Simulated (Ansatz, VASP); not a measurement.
## Li2Ag3 in VASP and in Ansatz

Contents of INCAR:

```
PREC = Accurate ; ENCUT = 600
EDIFF = 1E-6 ; ISMEAR = 0
SIGMA = 0.1 ; LREAL = False
LASPH = True ; NELM = 60
ALGO = Normal ; ISIF = 3
LWAVE = False ; LCHARG = False
GGA = PE ; IBRION = 2
NSW = 90 ; EDIFFG = -0.04
```

KPOINTS

```
regular mesh
0
Gamma
  6 6 6
```

The input POSCAR:

```
Li2Ag3
1.0
    3.6740751100      0.0000000000      0.0000000000
    0.0000000000      3.6740751100      0.0000000000
    0.0000000000      0.0000000000      3.6740751100
Li Ag
2 3
Direct
    0.0000000000      0.0000000000      0.0000000000
    0.5000000000      0.5000000000      0.5000000000
    0.5000000000      0.0000000000      0.0000000000
    0.0000000000      0.5000000000      0.0000000000
    0.0000000000      0.0000000000      0.5000000000
```

Input for Ansatz:

```yaml
crystal:
  lattice:
    - [3.67407511, 0.0, 0.0]
    - [0.0, 3.67407511, 0.0]
    - [0.0, 0.0, 3.67407511]
  atoms:
    - { symbol: Li, position: [0.0, 0.0, 0.0] }
    - { symbol: Li, position: [0.5, 0.5, 0.5] }
    - { symbol: Ag, position: [0.5, 0.0, 0.0] }
    - { symbol: Ag, position: [0.0, 0.5, 0.0] }
    - { symbol: Ag, position: [0.0, 0.0, 0.5] }
basis:
  ecutwfc: 420
kpoints:
  mp_grid: { grid: [6, 6, 6] }
hamiltonian:
  xc: pbe
scf:
  occupations: { method: gaussian, width: 0.1 }
  lower_state_search: "off"
output:
  forces: true
  stress: true
  eigenvalues: true
relax:
  adjacent_minimum: "off"
  f_tol: 0.04
  max_steps: 70
  cell: { stress_tol: 0.4 }
```

Alike in both runs: task relaxation of cell and atoms; functional PBE; k mesh 6 × 6 × 6; occupations gaussian, width 0.1 eV; no spin polarisation.

|  | VASP | Ansatz |
| --- | --- | --- |
| version | VASP 6.6.1 | Ansatz 0.2.0 |
| potentials or method | VASP PAW PBE potentials, release 64 (Li_sv, Ag), cutoff 600 eV | scalar-relativistic, plane waves, PAW |
| valence electrons in the cell | 39 | 63 |

VASP gave:

- gap on the k mesh at the Fermi level, each at its own relaxed structure (eV): none
- relaxed volume (Å³/atom): 18.61
- relaxed cell length with the largest relative difference (Å): 4.531

Estimate Ansatz's values.

gap on the k mesh at the Fermi level, each at its own relaxed structure (eV): none; relaxed volume (Å³/atom): 19.54; relaxed cell length with the largest relative difference (Å): 4.606.

A gap of «none» marks a metal or a gap that the smearing closes. VASP's potentials hold 39 valence electrons a cell and Ansatz's 63, so a difference there can come from the potentials and not from the codes.

Noted on VASP's run: the cutoff is short for stress, so the pressure is rough; the volume moved by over 15 % at a fixed basis, so the end points are rough.
